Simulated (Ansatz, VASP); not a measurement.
# One calculation of BaS, two programs

Contents of INCAR:

```
SYSTEM = BaS
ALGO     = Normal         ! electronic algorithm
EDIFF    = 1E-6           ! SCF threshold, eV
ENCUT    = 500            ! plane-wave cutoff, eV
GGA      = CA             ! functional
GGA_COMPAT= .FALSE.      
ISIF     = 2              ! what is computed and relaxed
ISMEAR   = -1             ! smearing method
LASPH    = .TRUE.         ! aspherical terms in the spheres
LCHARG   = .FALSE.        ! write CHGCAR
LREAL    = .FALSE.        ! projectors in reciprocal space
LWAVE    = .FALSE.        ! write WAVECAR
NBANDS   = 15             ! bands
NELM     = 120            ! most SCF steps
PREC     = Accurate       ! precision mode
SIGMA    = 0.1            ! smearing width, eV
```

The input KPOINTS:

```
k-points
0
G
  11 11 11
  0 0 0
```

Contents of POSCAR:

```
BaS
1.0
    0.0000000000      2.3661799004      2.3661799004
    2.3661799004      0.0000000000      2.3661799004
    2.3661799004      2.3661799004      0.0000000000
Ba S
1 1
Direct
    0.0000000000      0.0000000000      0.0000000000
    0.5000000000      0.5000000000      0.5000000000
```

Input for Ansatz:

```yaml
crystal:
  lattice:
    - [0.0, 2.3661799004, 2.3661799004]
    - [2.3661799004, 0.0, 2.3661799004]
    - [2.3661799004, 2.3661799004, 0.0]
  atoms:
    - { symbol: Ba, position: [0.0, 0.0, 0.0] }
    - { symbol: S, position: [0.5, 0.5, 0.5] }
kpoints:
  mp_grid: { grid: [11, 11, 11] }
scf:
  occupations: { method: fermi_dirac, width: 0.1 }
hamiltonian:
  xc: lda
  pseudopotentials: { kind: all_electron, datasets: crystal }
output:
  forces: true
  stress: true
  eigenvalues: true
```

Change from the starting cell: volume scaled by 0.43, crystal datasets.

Alike in both runs: task single point; functional LDA; k mesh 11 × 11 × 11; occupations fermi-dirac, width 0.1 eV; no spin polarisation.

```csv
,VASP,Ansatz
version,VASP 6.6.1,Ansatz 0.2.0
potentials or method,"VASP PAW LDA potentials, release 64 (Ba_sv, S), cutoff 500 eV","all-electron PAW with datasets made for the crystal, scalar-relativistic"
```

```csv
,VASP,Ansatz,Ansatz less VASP
pressure (GPa),207.9,180.6,-27.35
```

LDA's correlation is that of Perdew and Zunger in VASP and of Perdew and Wang (1992) in Ansatz. The pressures are high and differ by over a tenth, so treat them with care. Ansatz ran all-electron here, and VASP with PAW potentials.

Neither program's run includes spin-orbit coupling. Noted on VASP's run: the cell as given lies far from equilibrium.
